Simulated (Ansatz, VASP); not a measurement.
H8C3 in VASP and in Ansatz

```xyz
11
Lattice="14.9903 0.0000 0.0000 0.0000 14.5000 0.0000 0.0000 0.0000 15.0000" Properties=species:S:1:pos:R:3 pbc="T T T"
C     8.5132    7.8295    7.0788
C     7.5440    6.6719    7.3136
C     6.1565    7.1427    7.7466
H     9.5050    7.4741    6.7682
H     8.1392    8.5047    6.2954
H     8.6431    8.4272    7.9929
H     7.9577    5.9959    8.0781
H     7.4580    6.0726    6.3938
H     5.4728    6.2989    7.9112
H     6.2091    7.7181    8.6824
H     5.7054    7.7952    6.9848
```

Alike in both runs: functional PBE; dispersion D3(BJ); k mesh 1 × 1 × 1; occupations gaussian, width 0.005 eV; no spin polarisation.

Ansatz relaxed the structure, and its values are those at the end. VASP's run is a single point on that final structure, the one shown.

|  | VASP | Ansatz |
| --- | --- | --- |
| version | VASP 6.6.1 | Ansatz 0.2.0 |
| potentials or method | VASP PAW PBE potentials, release 64 (C, H), cutoff 520 eV | scalar-relativistic, plane waves, PAW |
| valence electrons in the cell | 20 | 20 |

|  | VASP | Ansatz | Ansatz less VASP |
| --- | --- | --- | --- |
| gap on the k mesh at the Fermi level (eV) | 7.16 | 7.16 | -0.003 |
| rms of the force components (eV/Å) | 0.012 | 0.000 | -0.0119 |
